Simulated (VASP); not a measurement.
Set up this calculation in VASP 6.6.1, as the native input.

| Property | Result |
| --- | --- |
| Task | single point |
| Functional | PBE exchange alone |
| Potentials or basis | VASP PAW PBE potentials, release 64 (Ce, O) |
| Cutoff | 520 eV |
| k mesh | 9 × 9 × 9 |
| Occupations | fermi-dirac, width 0.05 eV |
| Spin | collinear spin, ferromagnetic start |
| Starting moments | [1.0, 0.0, 0.0] μB |
| Dipole correction | no |
| Further INCAR settings | ALGO = Normal; EDIFF = 1e-07; NBANDS = 23 |

The structure of CeO2 lies in POSCAR:

```
CeO2
1.0
    0.0000000000      2.7036500000      2.7036500000
    2.7036500000      0.0000000000      2.7036500000
    2.7036500000      2.7036500000      0.0000000000
Ce O
1 2
Direct
    0.0000000000      0.0000000000      0.0000000000
    0.7500000000      0.7500000000      0.7500000000
    0.2500000000      0.2500000000      0.2500000000
```

These files were run (other wordings do the same):

INCAR

```
PREC = Accurate ; ENCUT = 520
EDIFF = 1E-7 ; ISMEAR = -1
SIGMA = 0.05 ; LREAL = F
LASPH = T ; NELM = 150
ALGO = Normal ; ISIF = 2
LWAVE = F ; LCHARG = F
ISPIN = 2 ; MAGMOM = 1 0 0
LORBIT = 11 ; LMAXMIX = 6
GGA = PE ; ALDAC = 0.0
AGGAC = 0.0 ; NBANDS = 23
```

KPOINTS

```
Automatic mesh
0
Gamma
  9 9 9
```

Potentials or basis: VASP PAW PBE potentials, release 64 (Ce, O).

Launch:

```bash
$ cat potpaw_PBE.64/Ce/POTCAR potpaw_PBE.64/O/POTCAR > POTCAR
$ mpirun -np 1 vasp_std > vasp.out
```

Results of the run:

* Pressure: 25.5 GPa
* Band gap on the k mesh: 2.06 eV (least direct gap 2.13 eV)
* Net moment: 0.00 μB per cell
* Valence electrons inside the program's atomic spheres: Ce 9.69; O 5.04

Caveat: the magnetic or orbital state may not be the lowest; the cell stands under pressure; the moments typed at the start vanished in this run; spin-orbit coupling is left out, which moves the levels of the heavy elements; an odd mesh through Γ misses points on the zone boundary, where band edges can lie.

Run time: 2.6 min on 1 thread of Oxide Virtual Turin-like Processor, with other jobs on the host, peak memory 0.18 GiB.
